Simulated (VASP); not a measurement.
TiMoSe4:

```
CELL_PARAMETERS angstrom
3.38834 0.00000 0.00000
-1.69417 2.93439 0.00000
0.00000 0.00000 13.51893
ATOMIC_POSITIONS crystal
Ti 0.66667 0.33333 0.50000
Mo 0.66667 0.33333 0.00000
Se 0.33333 0.66667 0.62596
Se 0.00000 0.00000 0.87812
Se 0.00000 0.00000 0.12188
Se 0.33333 0.66667 0.37404
```

The cell was built from a structure type or drawn by symmetry, and may not be a known phase.

| Property | Result |
| --- | --- |
| Program | VASP 6.6.1 |
| Task | relaxation of cell and atoms |
| Functional | PBE |
| Potentials or basis | VASP PAW PBE potentials, release 64 (Ti_sv, Mo_sv, Se) |
| Cutoff | 600 eV |
| k mesh | 4 × 4 × 1 |
| Occupations | gaussian, width 0.15 eV |
| Spin | collinear spin |
| Starting moments | [1.0, 1.0, 0.0, 0.0, 0.0, 0.0] μB |

At the start: pressure -0.5 GPa; volume 22.40 Å³/atom.

Problem. How do energy, volume and symmetry change on relaxing?

Solution. Over 19 steps the energy falls by 15.9 meV/atom and the volume is 25.44 Å³/atom (+13.6 %); space group P-6m2 (No. 187, to 0.1 Å) before and after; moment 0.00 μB per cell.

Step by step:
```
step  energy change (eV)  largest force (eV/Å)  pressure (GPa)  volume (Å³)
   1              0.0000                0.8012           -0.51       134.41
   2             -0.0392                0.3576            1.75       133.00
   3             -0.0410                0.2859            1.36       133.24
   4             -0.0543                0.1424           -0.39       136.17
   5             -0.0562                0.0684            0.04       135.40
   6             -0.0591                0.1026           -0.02       135.62
   7             -0.0611                0.2186           -0.12       136.00
   8             -0.0627                0.1937            0.04       136.03
   9             -0.0658                0.1178            0.53       136.11
  10             -0.0638                0.1342            1.53       136.26
  11             -0.0664                0.0662            0.85       136.16
  12             -0.0679                0.0634            0.82       136.44
  13             -0.0719                0.0541            0.72       137.31
  14             -0.0787                0.0368            0.55       139.04
  15             -0.0872                0.0535            0.27       142.53
  16             -0.0878                0.1549           -0.02       149.60
  17             -0.0924                0.0311           -0.38       151.78
  18             -0.0929                0.0578           -0.56       152.92
  19             -0.0954                0.0212            0.01       152.64
```

Final structure:
```
Ti Mo Se
1.0
     3.41113    0.00000    0.00000
    -1.70557    2.95413    0.00000
     0.00000    0.00000   15.14703
Ti Mo Se
1 1 4
Direct
  0.66667 0.33333 0.50000
  0.66667 0.33333 0.00000
  0.33333 0.66667 0.60791
  0.00000 0.00000 0.89185
  0.00000 0.00000 0.10815
  0.33333 0.66667 0.39209
```

Caveat: the k points lie up to 0.53 Å⁻¹ apart in the final cell; this functional lacks dispersion, which binds the layers, so the pressure and a relaxed spacing across them are unreliable.
